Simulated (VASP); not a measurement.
Set up this calculation in VASP 6.6.1, as the native input.

```
Task                   : relaxation of cell and atoms
Functional             : PBE
Potentials or basis    : VASP PAW PBE potentials, release 64 (Si, B)
Cutoff                 : 600 eV
k mesh                 : 6 × 6 × 6
Occupations            : gaussian, width 0.1 eV
Spin                   : no spin polarisation
Dipole correction      : no
Further INCAR settings : LREAL = Auto; ALGO = Normal; EDIFF = 1e-07; IBRION = 2; EDIFFG = -0.01; NSW = 100; ISIF = 3
```

The structure of SiB2 lies in POSCAR:

```
SiB2
1.0
    3.1995441766      1.8472576917      4.5157154081
   -3.1995441766      1.8472576917      4.5157154081
    0.0000000000     -3.6945153833      4.5157154081
Si B
5 10
Direct
    0.7332684858      0.7332684858      0.7332684858
    0.3414887419      0.3414887419      0.3414887419
    0.7217481218      0.1879415946      0.7217481218
    0.7217481218      0.7217481218      0.1879415946
    0.1879415946      0.7217481218      0.7217481218
    0.8757397934      0.3328462811      0.8757397934
    0.3328462811      0.8757397934      0.8757397934
    0.8757397934      0.8757397934      0.3328462811
    0.1367206868      0.6604207430      0.1367206868
    0.1367206868      0.1367206868      0.6604207430
    0.6604207430      0.1367206868      0.1367206868
    0.4948203982      0.4948203982      0.4948203982
    0.1808945772      0.1808945772      0.9190073971
    0.9190073971      0.1808945772      0.1808945772
    0.1808945772      0.9190073971      0.1808945772
```

The input as run:

INCAR

```
SYSTEM = SiB2
PREC = Accurate ; ENCUT = 600
EDIFF = 1E-7 ; ISMEAR = 0
SIGMA = 0.1 ; LREAL = Auto
LASPH = .TRUE. ; NELM = 80
ALGO = Normal ; ISIF = 3
LWAVE = .FALSE. ; LCHARG = .FALSE.
GGA = PE ; IBRION = 2
NSW = 100 ; EDIFFG = -0.01
```

KPOINTS

```
Automatic mesh
0
G
  6 6 6
  0 0 0
```

Potentials or basis: VASP PAW PBE potentials, release 64 (Si, B).

Command:

```sh
$ cat potpaw_PBE.64/Si/POTCAR potpaw_PBE.64/B/POTCAR > POTCAR
$ mpirun -np 1 vasp_std > vasp.out
```

It gave:

- Relaxed volume: 10.68 Å³/atom
- Relaxed cell: a = 5.847 Å, b = 5.847 Å, c = 5.847 Å, α = 66.19°, β = 66.19°, γ = 66.19°
- Space group after relaxing (to 0.1 Å): R3m (No. 160)
- Energy gained by relaxing: 0.6 meV/atom
- Ionic steps: 8
- Pressure after relaxing: 0.0 GPa
- Largest force after relaxing: 0.009 eV/Å
- Band gap on the k mesh: zero (bands 25 and 26 overlap by 1.83 eV)

It took 39 min on 1 thread of Intel Xeon 8259CL, on a shared host, peak memory 0.41 GiB.
